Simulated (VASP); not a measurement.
# Rb (Im-3m) in VASP: settings compared

The runs below take Rb through relaxation of cell and atoms, single point, with revPBE, revPBE+D3(BJ), revPBE+D4, rpbe exchange, lyp correlation.

Everything below comes from runs of VASP 6.6.1. Logs are shortened: lines on timing, memory, paths and dates and some standing lists are left out, and cuts for length are marked.

## Step 1: The cell of the first run

Symmetry: Im-3m, No. 229, cubic system. Conventional cell: a = 5.605 Å, b = 5.605 Å, c = 5.605 Å, α = 90.00°, β = 90.00°, γ = 90.00°.

## Step 2: Relaxation of cell and atoms, revPBE

The input, INCAR:

```
PREC = Accurate
ENCUT = 600
EDIFF = 1E-6
ISMEAR = -1
SIGMA = 0.05
LREAL = F
LASPH = T
NELM = 60
ALGO = Normal
ISIF = 3
LWAVE = F
LCHARG = F
GGA = RE
IBRION = 2
NSW = 60
EDIFFG = -0.01
```

The input, KPOINTS:

```
regular mesh
0
Gamma
  7 7 7
```

The input, POSCAR:

```
Rb
1.0
   -2.8025000000      2.8025000000      2.8025000000
    2.8025000000     -2.8025000000      2.8025000000
    2.8025000000      2.8025000000     -2.8025000000
Rb
1
Direct
    0.0000000000      0.0000000000      0.0000000000
```

Potentials or basis: VASP PAW PBE potentials, release 64 (Rb_sv).

Launch:

```sh
> cat potpaw_PBE.64/Rb_sv/POTCAR > POTCAR
> mpirun -np 1 vasp_std > vasp.out
```

OUTCAR:

```text
PREC = Accurate
   ENCUT = 600
   EDIFF = 1E-6
   ISMEAR = -1
   LREAL = F
   LASPH = T
   NELM = 60
   ISIF = 3
   GGA = RE
   IBRION = 2
   NSW = 60
   EDIFFG = -0.01

 ion  position               nearest neighbor table
   1  0.000  0.000  0.000-

  LATTYP: Found a body centered cubic cell.
 ALAT       =     5.6050000000

  Lattice vectors:

 A1 = (  -2.8025000000,   2.8025000000,   2.8025000000)
 A2 = (   2.8025000000,  -2.8025000000,   2.8025000000)
 A3 = (   2.8025000000,   2.8025000000,  -2.8025000000)

Analysis of symmetry for initial positions (statically):
=====================================================================
 Subroutine PRICEL returns:
 Original cell was already a primitive cell.

 Routine SETGRP: Setting up the symmetry group for a
 body centered cubic supercell.

 Subroutine GETGRP returns: Found 48 space group operations
 (whereof 48 operations were pure point group operations)
 out of a pool of 48 trial point group operations.

The static configuration has the point symmetry O_h .

Analysis of symmetry for dynamics (positions and initial velocities):
=====================================================================
 Subroutine PRICEL returns:
 Original cell was already a primitive cell.

 Routine SETGRP: Setting up the symmetry group for a
 body centered cubic supercell.

 Subroutine GETGRP returns: Found 48 space group operations
 (whereof 48 operations were pure point group operations)
 out of a pool of 48 trial point group operations.

The dynamic configuration has the point symmetry O_h .

 Subroutine INISYM returns: Found 48 space group operations
 (whereof 48 operations are pure point group operations),
 and found     1 'primitive' translations

----------------------------------------------------------------------------------------

                                     Primitive cell

  volume of cell :      88.0434

  direct lattice vectors                    reciprocal lattice vectors
    -2.802500000  2.802500000  2.802500000     0.000000000  0.178412132  0.178412132
     2.802500000 -2.802500000  2.802500000     0.178412132  0.000000000  0.178412132
     2.802500000  2.802500000 -2.802500000     0.178412132  0.178412132  0.000000000

  length of vectors
     4.854072388  4.854072388  4.854072388     0.252312857  0.252312857  0.252312857

  position of ions in fractional coordinates (direct lattice)
     0.000000000  0.000000000  0.000000000

  ion indices of the primitive-cell ions
   primitive index   ion index
                 1           1

----------------------------------------------------------------------------------------

 KPOINTS: regular mesh

Automatic generation of k-mesh.
 Grid dimensions read from file:
 generate k-points for:    7    7    7

 Generating k-lattice:

  Cartesian coordinates                     Fractional coordinates (reciprocal lattice)
     0.000000000  0.025487447  0.025487447     0.142857143  0.000000000  0.000000000
     0.025487447  0.000000000  0.025487447     0.000000000  0.142857143  0.000000000
     0.025487447  0.025487447  0.000000000     0.000000000  0.000000000  0.142857143

  Length of vectors
     0.036044694  0.036044694  0.036044694

  Shift w.r.t. Gamma in fractional coordinates (k-lattice)
     0.000000000  0.000000000  0.000000000

 Subroutine IBZKPT returns following result:
 ===========================================

 Found     20 irreducible k-points:

 Following reciprocal coordinates:
            Coordinates               Weight
  0.000000  0.000000  0.000000      1.000000
  0.142857  0.000000  0.000000     12.000000
  0.285714  0.000000  0.000000     12.000000
  0.428571  0.000000  0.000000     12.000000
  0.142857  0.142857  0.000000     24.000000
  0.285714  0.142857  0.000000     48.000000
[... 12 lines left out ...]
 -0.428571 -0.428571  0.285714      8.000000
 -0.428571  0.428571  0.428571      6.000000
   k-points           NKPTS =     20   k-points in BZ     NKDIM =     20   number of bands    NBANDS=      8
   number of dos      NEDOS =    301   number of ions     NIONS =      1
   total plane-waves  NPLWV =  64000
   dimension x,y,z NGX =    40 NGY =   40 NGZ =   40
   dimension x,y,z NGXF=    80 NGYF=   80 NGZF=   80
   ions per type =               1
   NGX,Y,Z   is equivalent  to a cutoff of  13.70, 13.70, 13.70 a.u.
   NGXF,Y,Z  is equivalent  to a cutoff of  27.40, 27.40, 27.40 a.u.
 SYSTEM =  unknown system
   PREC   = accura    normal or accurate (medium, high low for compatibility)
   ISTART =      0    job   : 0-new  1-cont  2-samecut
   ICHARG =      2    charge: 1-file 2-atom 10-const
   ISPIN  =      1    spin polarized calculation?
   LNONCOLLINEAR =      F non collinear calculations
   LSORBIT =      F    spin-orbit coupling
   LASPH  =      T    aspherical Exc in radial PAW
   ENCUT  =  600.0 eV  44.10 Ry    6.64 a.u.   9.69  9.69  9.69*2*pi/ulx,y,z
   NELM   =     60;   NELMIN=  2; NELMDL= -5     # of ELM steps
   EDIFF  = 0.1E-05   stopping-criterion for ELM
   LREAL  =      F    real-space projection
   EDIFFG = -.1E-01   stopping-criterion for IOM
   NSW    =     60    number of steps for IOM
   IBRION =      2    ionic relax: 0-MD 1-quasi-New 2-CG
   NFREE  =      1    steps in history (QN), initial steepest desc. (CG)
   ISIF   =      3    stress and relaxation
   ISYM   =      2    0-nonsym 1-usesym 2-fastsym
   POTIM  = 0.5000    time-step for ionic-motion
   TEBEG  =    0.0;   TEEND  =   0.0 temperature during run
   PSTRESS=    0.0 pullay stress
   NELECT =       9.0000    total number of electrons
   NUPDOWN=      -1.0000    fix difference up-down
   EMIN   =  10.00;   EMAX   =-10.00  energy-range for DOS
   EFERMI =   0.00;   METHOD = LEGACY
   ISMEAR =    -1;   SIGMA  =   0.05  broadening in eV -4-tet -1-fermi 0-gaus
   EFERMI_NEDOS =   21; number of points for ismear=-14 and -15
   IALGO  =     38    algorithm
   IMIX   =      4    mixing-type and parameters
     AMIX     =   0.40;   BMIX     =  1.00
     AMIX_MAG =   1.60;   BMIX_MAG =  1.00
  volume/ion in A,a.u.               =      88.04       594.15
  Fermi-wavevector in a.u.,A,eV,Ry     =   0.765462  1.446513  7.972081  0.585931
  Thomas-Fermi vector in A             =   1.865587
   LORBIT       =      0    0 simple, 1 ext, 2 COOP (PROOUT), +10 PAW based schemes
   GGA     = RE    functional components
   LHFCALC =     F    Hartree Fock is set to
   AEXX    =    0.0000 exact exchange contribution
   IVDW    =     0    specifies the selected vdW correction
   LEPSILON=     F    determine dielectric tensor
   LRPA    =     F    only Hartree local field effects (RPA)
 conjugate gradient relaxation of ions
 non-spin polarized calculation
  energy-cutoff  :      600.00
  volume of cell :       88.04
 maximum number of plane-waves:      2954
   NGX = 19   NGY = 19   NGZ = 19

--------------------------------------- Ionic step        1  -------------------------------------------

 number of electron       9.0000000 magnetization

 Free energy of the ion-electron system (eV)
  ---------------------------------------------------
  ext. energy  EPLUGINS =         0.00000000
  ---------------------------------------------------
  free energy    TOTEN  =        -0.82879408 eV

  energy without entropy =       -0.82093172  energy(sigma->0) =       -0.82486290

------------------------ aborting loop because EDIFF is reached ----------------------------------------

  FORCE on cell =-STRESS in cart. coord.  units (eV):
  Direction    XX          YY          ZZ          XY          YZ          ZX
  --------------------------------------------------------------------------------------
  -------------------------------------------------------------------------------------
  Total        0.1916023      0.1916023      0.1916023     -0.0000000     -0.0000000      0.0000000
  in kB        3.4866988      3.4866988      3.4866988     -0.0000000     -0.0000000      0.0000000
  external PRESSURE =       3.4866988 kB  Pullay stress =       0.0000000 kB

 VOLUME and BASIS-vectors are now :
 -----------------------------------------------------------------------------
  energy-cutoff  :      600.00
  volume of cell :       88.04
      direct lattice vectors                 reciprocal lattice vectors
    -2.802500000  2.802500000  2.802500000     0.000000000  0.178412132  0.178412132
     2.802500000 -2.802500000  2.802500000     0.178412132  0.000000000  0.178412132
     2.802500000  2.802500000 -2.802500000     0.178412132  0.178412132  0.000000000

 POSITION                                       TOTAL-FORCE (eV/Angst)
 -----------------------------------------------------------------------------------
      0.00000      0.00000      0.00000         0.000000      0.000000      0.000000
 -----------------------------------------------------------------------------------
    total drift:                                0.000000      0.000000     -0.000000

  FREE ENERGIE OF THE ION-ELECTRON SYSTEM (eV)
  ---------------------------------------------------
  free  energy   TOTEN  =        -0.8287940779 eV

  energy  without entropy=       -0.8209317228  energy(sigma->0) =       -0.82486290

--------------------------------------- Ionic step        2  -------------------------------------------

 number of electron       9.0000000 magnetization

 E-fermi :   0.1298     XC(G=0):  -5.3632

 val. band max:        0.0788537093   @ k =  -0.2857   0.4286   0.1429
 cond. band min:       0.2384728621   @ k =  -0.4286   0.4286   0.1429
 fundamental gap:      0.1596191528
 Fermi energy:         0.1297933342

 k-point     1 :       0.0000    0.0000    0.0000
  band No.  band energies     occupation
      1     -28.8144      2.00000
      2     -12.8631      2.00000
      3     -12.8631      2.00000
      4     -12.8631      2.00000
      5      -1.8336      2.00000
      6       3.8648      0.00000
      7       3.8648      0.00000
      8       3.8648      0.00000

 k-point     2 :       0.1429    0.0000    0.0000
  band No.  band energies     occupation
      1     -28.8136      2.00000
      2     -12.8813      2.00000
      3     -12.8691      2.00000
      4     -12.8631      2.00000
      5      -1.5947      2.00000
      6       3.4137      0.00000
      7       3.5563      0.00000
      8       4.0864      0.00000
[... 253 lines left out ...]
 POSITION                                       TOTAL-FORCE (eV/Angst)
 -----------------------------------------------------------------------------------
      0.00000      0.00000      0.00000        -0.000000      0.000000     -0.000000
 -----------------------------------------------------------------------------------
    total drift:                               -0.000000      0.000000     -0.000000

  FREE ENERGIE OF THE ION-ELECTRON SYSTEM (eV)
  ---------------------------------------------------
  free  energy   TOTEN  =        -0.8394545459 eV

  energy  without entropy=       -0.8313072437  energy(sigma->0) =       -0.83538089

--------------------------------------- Ionic step        4  -------------------------------------------

 number of electron       9.0000000 magnetization

 Free energy of the ion-electron system (eV)
  ---------------------------------------------------
  ext. energy  EPLUGINS =         0.00000000
  ---------------------------------------------------
  free energy    TOTEN  =        -0.83958820 eV

  energy without entropy =       -0.83140601  energy(sigma->0) =       -0.83549711

 E-fermi :  -0.0601     XC(G=0):  -5.1611

 val. band max:       -0.1121037964   @ k =  -0.2857   0.4286   0.1429
 cond. band min:       0.0452780396   @ k =  -0.4286   0.4286   0.1429
 fundamental gap:      0.1573818360
 Fermi energy:        -0.0601358200

 k-point     1 :       0.0000    0.0000    0.0000
  band No.  band energies     occupation
      1     -29.0538      2.00000
      2     -13.1097      2.00000
      3     -13.1097      2.00000
      4     -13.1097      2.00000
      5      -1.9107      2.00000
      6       3.5907      0.00000
      7       3.5907      0.00000
      8       3.5907      0.00000

 k-point     2 :       0.1429    0.0000    0.0000
  band No.  band energies     occupation
      1     -29.0533      2.00000
      2     -13.1230      2.00000
      3     -13.1141      2.00000
      4     -13.1097      2.00000
      5      -1.6896      2.00000
      6       3.1517      0.00000
      7       3.2988      0.00000
      8       3.7888      0.00000
[... 218 lines left out ...]
 POSITION                                       TOTAL-FORCE (eV/Angst)
 -----------------------------------------------------------------------------------
     -0.00000      0.00000      0.00000         0.000000      0.000000     -0.000000
 -----------------------------------------------------------------------------------
    total drift:                                0.000000     -0.000000     -0.000000

  FREE ENERGIE OF THE ION-ELECTRON SYSTEM (eV)
  ---------------------------------------------------
  free  energy   TOTEN  =        -0.8395882035 eV

  energy  without entropy=       -0.8314060101  energy(sigma->0) =       -0.83549711

 reached required accuracy - stopping structural energy minimisation
```

Wall time 77 s (1 thread of Intel Xeon Platinum 8375C at 2.90GHz (Ice Lake), shared host); peak memory 0.24 GiB.

Results:

| Item | Value |
| --- | --- |
| Free energy | -0.8396 eV |
| Relaxed volume | 98.78 Å³/atom |
| Relaxed cell | a = 5.044 Å, b = 5.044 Å, c = 5.044 Å, α = 109.47°, β = 109.47°, γ = 109.47° |
| Space group after relaxing (to 0.1 Å) | Im-3m (No. 229) |
| Energy gained by relaxing | 10.8 meV/atom |
| Ionic steps | 4 |
| Pressure after relaxing | 0.0 GPa |
| Band gap on the k mesh | zero (an odd number of electrons rules out a gap without spin polarisation) |

The path:
```csv
step,energy change (eV),largest force (eV/Å),pressure (GPa),volume (Å³)
1,0.0000,0.0000,0.35,88.04
2,-0.0046,0.0000,0.25,90.51
3,-0.0107,0.0000,0.03,97.66
4,-0.0108,0.0000,0.00,98.78
```

Final structure:
```
Rb
1.0
    -2.91204    2.91204    2.91204
     2.91204   -2.91204    2.91204
     2.91204    2.91204   -2.91204
Rb
1
Cartesian
  0.0000 0.0000 0.0000
```

Levels at points of the mesh, in eV from the Fermi level:
```tsv
k point	band 2	band 3	band 4	band 5	band 6	band 7	band 8
(0.00, 0.00, 0.00)	-13.05	-13.05	-13.05	-1.85	3.65	3.65	3.65
```

Caveat: the PAW data sets were made with another functional, which shifts forces and pressure a little.

(Continued in part 2 of 3.)
